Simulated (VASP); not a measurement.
The system is GaN.

```xyz
2
Lattice="0.0000 2.2490 2.2490 2.2490 0.0000 2.2490 2.2490 2.2490 0.0000" Properties=species:S:1:pos:R:3 pbc="T T T"
Ga    0.0000    0.0000    0.0000
N     1.1245    1.1245    1.1245
```

Base run:

| Quantity | Value |
| --- | --- |
| Program | VASP 6.6.1 |
| Functional | PBEsol |
| Potentials or basis | VASP PAW PBE potentials, release 64 (Ga_d, N) |
| Cutoff | 520 eV |
| k mesh | 6 × 6 × 6 |
| Occupations | gaussian, width 0.01 eV |
| Spin | no spin polarisation |

Its results: band gap on the k mesh 1.72 eV, direct; pressure -0.2 GPa.

Question: After a change of settings the same cell gave: band gap on the k mesh 1.72 eV, direct; pressure -3.6 GPa. Which change was it?
A. functional from PBEsol to PBE-based screened hybrid; k mesh from 6 × 6 × 6 to 4 × 4 × 4
B. cutoff from 520 eV to 600 eV; occupations from gaussian, width 0.01 eV to fermi-dirac, width 0.05 eV
C. further incar settings from ALGO = Normal; EDIFF = 1e-06; NBANDS = 16 to ALGO = Normal; EDIFF = 1e-07; NBANDS = 16
D. cutoff from 520 eV to 600 eV; dispersion from none to D3(BJ)

Answer: D.

Caveats: the PAW data sets were made with another functional, which shifts forces and pressure a little.
